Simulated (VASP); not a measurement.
# Bi (P-1) in VASP: single point with PBE

Aim: the single point of Bi with PBE.

All numbers are computed with VASP 6.6.1; they aren't measurements. Logs are shortened: lines on timing, memory, paths and dates and some standing lists are left out, and cuts for length are marked.

### Step 1. The cell of the first run

The typed cell holds 1 atom: a = 3.594 Å, b = 3.549 Å, c = 3.503 Å, α = 110.41°, β = 107.18°, γ = 111.04°.

### Step 2. Single point, PBE (the cell strained at random)

Input file INCAR:

```
PREC = Accurate ; ENCUT = 520
EDIFF = 1E-7 ; ISMEAR = 0
SIGMA = 0.1 ; LREAL = F
LASPH = T ; NELM = 100
ALGO = Fast ; ISIF = 2
LWAVE = F ; LCHARG = T
GGA = PE ; LELF = T
LVHAR = T ; NBANDS = 14
```

Input file KPOINTS:

```
Automatic mesh
0
Gamma
  12 12 12
```

Input file POSCAR:

```
Bi
1.0
   -2.0363756004      2.1452948368      2.0410914051
    2.0319371961     -2.1113331175      2.0026912814
    1.9918726707      2.0668301877     -2.0071296858
Bi
1
Direct
    0.0000000000      0.0000000000      0.0000000000
```

Potentials or basis: VASP PAW PBE potentials, release 64 (Bi_d).

Command:

```
$ cat potpaw_PBE.64/Bi_d/POTCAR > POTCAR
$ mpirun -np 1 vasp_std > vasp.out
```

OUTCAR:

```text
PREC = Accurate
   ENCUT = 520
   EDIFF = 1E-7
   ISMEAR = 0
   LREAL = F
   LASPH = T
   NELM = 100
   ISIF = 2
   GGA = PE

 ion  position               nearest neighbor table
   1  0.000  0.000  0.000-

  LATTYP: Found a triclinic cell.
 ALAT       =     3.5025581132
 B/A-ratio  =     1.1545640651
 C/A-ratio  =     1.1488912606
 COS(alpha) =     0.0022932852
 COS(beta)  =     0.5627618043
 COS(gamma) =     0.5686946939

  Lattice vectors:

 A1 = (  -1.9918726707,  -2.0668301877,   2.0071296858)
 A2 = (  -0.0044384043,   0.0339617193,   4.0437826865)
 A3 = (  -4.0238098668,   0.0445029298,   0.0044384044)

Analysis of symmetry for initial positions (statically):
=====================================================================
 Subroutine PRICEL returns:
 Original cell was already a primitive cell.

 Routine SETGRP: Setting up the symmetry group for a
 triclinic supercell.

 Subroutine GETGRP returns: Found  2 space group operations
 (whereof  2 operations were pure point group operations)
 out of a pool of  2 trial point group operations.

The static configuration has the point symmetry S_2 .

Analysis of symmetry for dynamics (positions and initial velocities):
=====================================================================
 Subroutine PRICEL returns:
 Original cell was already a primitive cell.

 Routine SETGRP: Setting up the symmetry group for a
 triclinic supercell.

 Subroutine GETGRP returns: Found  2 space group operations
 (whereof  2 operations were pure point group operations)
 out of a pool of  2 trial point group operations.

The dynamic configuration has the point symmetry S_2 .

 Subroutine INISYM returns: Found  2 space group operations
 (whereof  2 operations are pure point group operations),
 and found     1 'primitive' translations

----------------------------------------------------------------------------------------

                                     Primitive cell

  volume of cell :      34.2623

  direct lattice vectors                    reciprocal lattice vectors
    -2.036375600  2.145294837  2.041091405     0.002874784  0.235462262  0.245318835
     2.031937196 -2.111333118  2.002691281     0.248800754  0.000632642  0.247560977
     1.991872671  2.066830188 -2.007129686     0.251174003  0.240077654 -0.001740607

  length of vectors
     3.593768168  3.549263117  3.502558113     0.340047161  0.350982411  0.347460342

  position of ions in fractional coordinates (direct lattice)
     0.000000000  0.000000000  0.000000000

  ion indices of the primitive-cell ions
   primitive index   ion index
                 1           1

----------------------------------------------------------------------------------------

 KPOINTS: Automatic mesh

Automatic generation of k-mesh.
 Grid dimensions read from file:
 generate k-points for:   12   12   12

 Generating k-lattice:

  Cartesian coordinates                     Fractional coordinates (reciprocal lattice)
     0.000239565  0.019621855  0.020443236     0.083333333 -0.000000000  0.000000000
     0.020733396  0.000052720  0.020630081     0.000000000  0.083333333 -0.000000000
     0.020931167  0.020006471 -0.000145051    -0.000000000  0.000000000  0.083333333

  Length of vectors
     0.028337263  0.029248534  0.028955029

  Shift w.r.t. Gamma in fractional coordinates (k-lattice)
     0.000000000  0.000000000  0.000000000

 Subroutine IBZKPT returns following result:
 ===========================================

 Found    868 irreducible k-points:

 Following reciprocal coordinates:
            Coordinates               Weight
  0.000000  0.000000  0.000000      1.000000
  0.083333  0.000000 -0.000000      2.000000
  0.166667 -0.000000  0.000000      2.000000
  0.250000  0.000000 -0.000000      2.000000
  0.333333 -0.000000  0.000000      2.000000
  0.416667  0.000000  0.000000      2.000000
[... 16 lines left out ...]
  0.250000  0.166667  0.000000      2.000000
  0.333333  0.166667  0.000000      2.000000
 [... further k-points ...]
   k-points           NKPTS =    868   k-points in BZ     NKDIM =    868   number of bands    NBANDS=     14
   number of dos      NEDOS =    301   number of ions     NIONS =      1
   total plane-waves  NPLWV =  21952
   dimension x,y,z NGX =    28 NGY =   28 NGZ =   28
   dimension x,y,z NGXF=    56 NGYF=   56 NGZF=   56
   ions per type =               1
   NGX,Y,Z   is equivalent  to a cutoff of  12.95, 13.12, 13.29 a.u.
   NGXF,Y,Z  is equivalent  to a cutoff of  25.91, 26.23, 26.58 a.u.
 SYSTEM =  unknown system
   PREC   = accura    normal or accurate (medium, high low for compatibility)
   ISTART =      0    job   : 0-new  1-cont  2-samecut
   ICHARG =      2    charge: 1-file 2-atom 10-const
   ISPIN  =      1    spin polarized calculation?
   LNONCOLLINEAR =      F non collinear calculations
   LSORBIT =      F    spin-orbit coupling
   LASPH  =      T    aspherical Exc in radial PAW
   ENCUT  =  520.0 eV  38.22 Ry    6.18 a.u.   6.68  6.60  6.51*2*pi/ulx,y,z
   NELM   =    100;   NELMIN=  2; NELMDL= -5     # of ELM steps
   EDIFF  = 0.1E-06   stopping-criterion for ELM
   LREAL  =      F    real-space projection
   EDIFFG = 0.1E-05   stopping-criterion for IOM
   NSW    =      0    number of steps for IOM
   IBRION =     -1    ionic relax: 0-MD 1-quasi-New 2-CG
   NFREE  =      0    steps in history (QN), initial steepest desc. (CG)
   ISIF   =      2    stress and relaxation
   ISYM   =      2    0-nonsym 1-usesym 2-fastsym
   POTIM  = 0.5000    time-step for ionic-motion
   TEBEG  =    0.0;   TEEND  =   0.0 temperature during run
   PSTRESS=    0.0 pullay stress
   NELECT =      15.0000    total number of electrons
   NUPDOWN=      -1.0000    fix difference up-down
   EMIN   =  10.00;   EMAX   =-10.00  energy-range for DOS
   EFERMI =   0.00;   METHOD = LEGACY
   ISMEAR =     0;   SIGMA  =   0.10  broadening in eV -4-tet -1-fermi 0-gaus
   EFERMI_NEDOS =   21; number of points for ismear=-14 and -15
   IALGO  =     68    algorithm
   IMIX   =      4    mixing-type and parameters
     AMIX     =   0.40;   BMIX     =  1.00
     AMIX_MAG =   1.60;   BMIX_MAG =  1.00
  volume/ion in A,a.u.               =      34.26       231.21
  Fermi-wavevector in a.u.,A,eV,Ry     =   1.243082  2.349085 21.024458  1.545254
  Thomas-Fermi vector in A             =   2.377409
   LORBIT       =      0    0 simple, 1 ext, 2 COOP (PROOUT), +10 PAW based schemes
   GGA     = PE    functional components
   LHFCALC =     F    Hartree Fock is set to
   AEXX    =    0.0000 exact exchange contribution
   IVDW    =     0    specifies the selected vdW correction
   LEPSILON=     F    determine dielectric tensor
   LRPA    =     F    only Hartree local field effects (RPA)
 non-spin polarized calculation
 RMM-DIIS sequential band-by-band and
 Gauss-broadening in eV      SIGMA  =   0.10
  energy-cutoff  :      520.00
  volume of cell :       34.26
 maximum number of plane-waves:       949
   NGX = 13   NGY = 13   NGZ = 13

 number of electron      15.0000001 magnetization

 Free energy of the ion-electron system (eV)
  ---------------------------------------------------
  ext. energy  EPLUGINS =         0.00000000
  ---------------------------------------------------
  free energy    TOTEN  =        -3.72650157 eV

  energy without entropy =       -3.72387132  energy(sigma->0) =       -3.72518645

 E-fermi :   6.7644     XC(G=0):  -9.8423

 val. band max:        6.7614268411   @ k =   0.4167   0.1667   0.1667
 cond. band min:       6.7688088108   @ k =   0.2500   0.4167   0.1667
 fundamental gap:      0.0073819697
 Fermi energy:         6.7644388942

 k-point     1 :       0.0000    0.0000    0.0000
  band No.  band energies     occupation
      1     -16.2266      2.00000
      2     -16.2193      2.00000
      3     -16.2036      2.00000
      4     -16.1301      2.00000
      5     -16.1190      2.00000
      6      -6.1378      2.00000
      7      10.9890      0.00000
      8      11.2554      0.00000
      9      11.4056      0.00000
     10      14.6964      0.00000
     11      16.8996      0.00000
     12      17.3799      0.00000
     13      17.4574      0.00000
     14      17.5521      0.00000

 k-point     2 :       0.0833    0.0000   -0.0000
  band No.  band energies     occupation
      1     -16.2264      2.00000
      2     -16.2157      2.00000
      3     -16.1965      2.00000
      4     -16.1314      2.00000
      5     -16.1200      2.00000
      6      -6.0309      2.00000
      7       9.8816      0.00000
      8      10.9392      0.00000
      9      11.2831      0.00000
     10      15.3669      0.00000
     11      16.2184      0.00000
     12      16.6479      0.00000
     13      17.0583      0.00000
     14      18.2744      0.00000

 k-point     3 :       0.1667   -0.0000    0.0000
  band No.  band energies     occupation
      1     -16.2289      2.00000
      2     -16.2070      2.00000
      3     -16.1732      2.00000
      4     -16.1350      2.00000
      5     -16.1224      2.00000
      6      -5.7162      2.00000
      7       7.8347      0.00000
      8      10.2864      0.00000
      9      11.0547      0.00000
     10      14.5598      0.00000
     11      15.8446      0.00000
     12      16.8592      0.00000
     13      17.3486      0.00000
     14      19.1988      0.00000
[... 324 lines left out ...]
 k-point    23 :       0.2500    0.1667    0.0000
  band No.  band energies     occupation
      1     -16.2327      2.00000
      2     -16.1861      2.00000
      3     -16.1381      2.00000
      4     -16.1311      2.00000
      5     -16.0985      2.00000
      6      -4.2801      2.00000
      7       3.9889      2.00000
      8       7.1975      0.00000
      9       9.7223      0.00000
     10      14.4409      0.00000
     11      15.5809      0.00000
     12      17.4898      0.00000
     13      19.1459      0.00000
     14      20.7373      0.00000

 k-point    24 :       0.3333    0.1667    0.0000
  band No.  band energies     occupation
      1     -16.2341      2.00000
      2     -16.1816      2.00000
      3     -16.1360      2.00000
      4     -16.1312      2.00000
      5     -16.0847      2.00000
      6      -3.7494      2.00000
      7       2.9517      2.00000
      8       6.5953      1.98325
      9       9.5282      0.00000
     10      14.2783      0.00000
     11      16.0905      0.00000
     12      17.4363      0.00000
     13      19.8976      0.00000
     14      21.2940      0.00000

 [... further k-points ...]

------------------------ aborting loop because EDIFF is reached ----------------------------------------

  FORCE on cell =-STRESS in cart. coord.  units (eV):
  Direction    XX          YY          ZZ          XY          YZ          ZX
  --------------------------------------------------------------------------------------
  -------------------------------------------------------------------------------------
  Total       -0.7027721     -0.9108250     -0.7368947      0.1088056     -0.0763383      0.0040369
  in kB      -32.8631478    -42.5921527    -34.4587947      5.0879877     -3.5697461      0.1887734
  external PRESSURE =     -36.6380317 kB  Pullay stress =       0.0000000 kB

 VOLUME and BASIS-vectors are now :
 -----------------------------------------------------------------------------
  energy-cutoff  :      520.00
  volume of cell :       34.26
      direct lattice vectors                 reciprocal lattice vectors
    -2.036375600  2.145294837  2.041091405     0.002874784  0.235462262  0.245318835
     2.031937196 -2.111333118  2.002691281     0.248800754  0.000632642  0.247560977
     1.991872671  2.066830188 -2.007129686     0.251174003  0.240077654 -0.001740607

 POSITION                                       TOTAL-FORCE (eV/Angst)
 -----------------------------------------------------------------------------------
      0.00000      0.00000      0.00000         0.000000     -0.000000      0.000000
 -----------------------------------------------------------------------------------
    total drift:                                0.000000     -0.000000     -0.000000

  FREE ENERGIE OF THE ION-ELECTRON SYSTEM (eV)
  ---------------------------------------------------
  free  energy   TOTEN  =        -3.7265015678 eV

  energy  without entropy=       -3.7238713229  energy(sigma->0) =       -3.72518645
```

Wall time 3.8 min (1 thread of Intel Xeon 6975P-C (Granite Rapids), shared host); peak memory 0.46 GiB.

Results:

```yaml
Free_energy: -3.7265 eV
Pressure: -3.7 GPa
Band_gap_on_the_k_mesh: zero (an odd number of electrons rules out a gap without spin polarisation)
```

Stress tensor (GPa, compression positive):
```
-3.29  0.51  0.02
 0.51 -4.26 -0.36
 0.02 -0.36 -3.45
```

Caveat: the cell differs from its parent crystal (the cell strained at random); the cell stands under tension; spin-orbit coupling is left out, which moves the levels of the heavy elements.
